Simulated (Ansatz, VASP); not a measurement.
**Pb3F2 in VASP and in Ansatz**

File INCAR:

```
SYSTEM = Pb3F2
  PREC = Accurate
  ENCUT = 520
  EDIFF = 1E-6
  ISMEAR = -1
  SIGMA = 0.1
  LREAL = .FALSE.
  LASPH = .TRUE.
  NELM = 80
  ALGO = Normal
  ISIF = 2
  LWAVE = .FALSE.
  LCHARG = .FALSE.
  GGA = RP
  NBANDS = 67
```

The input KPOINTS:

```
Automatic mesh
0
G
  4 4 5
  0 0 0
```

The input POSCAR:

```
Pb3F2
1.0
    7.5773060000      0.0000000000      0.0000000000
    0.0000000000      7.5773060000      0.0000000000
    0.0000000000      0.0000000000      4.4221330000
Pb F
6 4
Direct
    0.3714000000      0.8714000000      0.5000000000
    0.1286000000      0.3714000000      0.5000000000
    0.6286000000      0.1286000000      0.5000000000
    0.8714000000      0.6286000000      0.5000000000
    0.0000000000      0.0000000000      0.5000000000
    0.5000000000      0.5000000000      0.5000000000
    0.1734000000      0.6734000000      0.0000000000
    0.3266000000      0.1734000000      0.0000000000
    0.8266000000      0.3266000000      0.0000000000
    0.6734000000      0.8266000000      0.0000000000
```

Input for Ansatz:

```yaml
crystal:
  lattice:
    - [7.577306, 0.0, 0.0]
    - [0.0, 7.577306, 0.0]
    - [0.0, 0.0, 4.422133]
  atoms:
    - { symbol: Pb, position: [0.3714, 0.8714, 0.5] }
    - { symbol: Pb, position: [0.1286, 0.3714, 0.5] }
    - { symbol: Pb, position: [0.6286, 0.1286, 0.5] }
    - { symbol: Pb, position: [0.8714, 0.6286, 0.5] }
    - { symbol: Pb, position: [0.0, 0.0, 0.5] }
    - { symbol: Pb, position: [0.5, 0.5, 0.5] }
    - { symbol: F, position: [0.1734, 0.6734, 0.0] }
    - { symbol: F, position: [0.3266, 0.1734, 0.0] }
    - { symbol: F, position: [0.8266, 0.3266, 0.0] }
    - { symbol: F, position: [0.6734, 0.8266, 0.0] }
  symmetry: { tolerance: 0.0003 }
kpoints:
  mp_grid: { grid: [4, 4, 5], shift: [0, 0, 0] }
magnetization:
  spin_polarized: false
scf:
  occupations: { method: fermi_dirac }
hamiltonian:
  pseudopotentials: { kind: paw }
  xc: rpbe
basis:
  ecutwfc: 420
output:
  forces: true
  stress: true
  eigenvalues: true
```

Alike in both runs: task single point; functional RPBE; k mesh 4 × 4 × 5; no spin polarisation.

|  | VASP | Ansatz |
| --- | --- | --- |
| version | VASP 6.6.1 | Ansatz 0.2.0 |
| potentials or method | VASP PAW PBE potentials, release 64 (Pb_d, F), cutoff 520 eV | PAW plane waves |
| occupations | fermi-dirac, width 0.1 eV | fermi-dirac |
| valence electrons in the cell | 112 | 112 |

|  | VASP | Ansatz | Ansatz less VASP |
| --- | --- | --- | --- |
| gap on the k mesh at the Fermi level (eV) | none | none | - |
| pressure (GPa) | 3.6 | 3.8 | +0.15 |
| traceless stress, the component that is largest in VASP (GPa) | -7.88 | -7.89 | -0.010 |
| rms of the force components (eV/Å) | 0.649 | 0.649 | -0.0004 |

VASP's potentials were made for PBE, not for RPBE. Atom by atom the forces differ by 0.000 eV/Å (rms over components). A gap of «none» marks a metal or a gap that the smearing closes.

Spin-orbit coupling is off throughout.
